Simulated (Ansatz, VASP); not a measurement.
**Tc: VASP beside Ansatz**

```
CELL_PARAMETERS angstrom
2.77606 0.00000 0.00000
-1.38803 2.40414 0.00000
0.00000 0.00000 4.45588
ATOMIC_POSITIONS crystal
Tc 0.66667 0.33333 0.75000
Tc 0.33333 0.66667 0.25000
```

Alike in both runs: task single point; functional PBEsol; k mesh 11 × 11 × 6; occupations fermi-dirac, width 0.05 eV; no spin polarisation.

|  | VASP | Ansatz |
| --- | --- | --- |
| version | VASP 6.6.1 | Ansatz 0.2.0 |
| potentials or method | VASP PAW PBE potentials, release 64 (Tc_sv) | Ansatz PAW earlier set |
| plane-wave cutoff (eV) | 600 | 500 |
| valence electrons in the cell | 30 | 30 |

Ansatz gave:

```
gap on the k mesh at the Fermi level (eV)                     : none
pressure (GPa)                                                : -17.2
traceless stress, the component that is largest in VASP (GPa) : -0.16
```

Which values does VASP return?

gap on the k mesh at the Fermi level (eV): none; pressure (GPa): -17.3; traceless stress, the component that is largest in VASP (GPa): -0.21.

VASP's potentials were made for PBE, not for PBEsol. A gap of «none» marks a metal or a gap that the smearing closes. With one functional, cell and mesh, what is left measures potentials, basis and numerics.
